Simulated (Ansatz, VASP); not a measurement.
GaP in VASP and in Ansatz

INCAR

```
PREC     = Accurate       # precision mode
ENCUT    = 500            # plane-wave cutoff, eV
EDIFF    = 1E-6           # SCF threshold, eV
ISMEAR   = 0              # smearing method
SIGMA    = 0.02           # smearing width, eV
LREAL    = False          # projectors in reciprocal space
LASPH    = True           # aspherical terms in the spheres
NELM     = 120            # most SCF steps
ALGO     = Normal         # electronic algorithm
ISIF     = 2              # what is computed and relaxed
LWAVE    = False          # write WAVECAR
LCHARG   = False          # write CHGCAR
GGA      = PE             # functional
NBANDS   = 16             # bands
GGA_COMPAT= False
```

The input KPOINTS:

```
regular mesh
0
Gamma
  8 8 8
```

File POSCAR:

```
GaP
1.0
    0.0000000000      2.8069800698      2.8069800698
    2.8069800698      0.0000000000      2.8069800698
    2.8069800698      2.8069800698      0.0000000000
Ga P
1 1
Direct
    0.0000000000      0.0000000000      0.0000000000
    0.2500000000      0.2500000000      0.2500000000
```

Input for Ansatz:

```yaml
crystal:
  lattice:
    - [0.0, 2.8069800698, 2.8069800698]
    - [2.8069800698, 0.0, 2.8069800698]
    - [2.8069800698, 2.8069800698, 0.0]
  atoms:
    - { symbol: Ga, position: [0.0, 0.0, 0.0] }
    - { symbol: P, position: [0.25, 0.25, 0.25] }
basis:
  ecutwfc: 600.0
kpoints:
  mp_grid: { grid: [8, 8, 8] }
hamiltonian:
  xc: pbe
scf:
  occupations: { method: gaussian, width: 0.02 }
output:
  forces: true
  stress: true
  eigenvalues: true
```

Alike in both runs: task single point; functional PBE; k mesh 8 × 8 × 8; occupations gaussian, width 0.02 eV; no spin polarisation.

|  | VASP | Ansatz |
| --- | --- | --- |
| version | VASP 6.6.1 | Ansatz 0.2.0 |
| potentials or method | VASP PAW PBE potentials, release 64 (Ga_d, P), cutoff 500 eV | scalar-relativistic, plane waves, PAW |
| valence electrons in the cell | 18 | 18 |

|  | VASP | Ansatz | Ansatz less VASP |
| --- | --- | --- | --- |
| gap on the k mesh at the Fermi level (eV) | 1.11 | 1.11 | +0.005 |
| least direct gap on the mesh (eV) | 1.11 | 1.11 | +0.005 |
| pressure (GPa) | -4.0 | -3.9 | +0.05 |

The functional is the same, so the differences come from potentials, cutoffs and numerics.
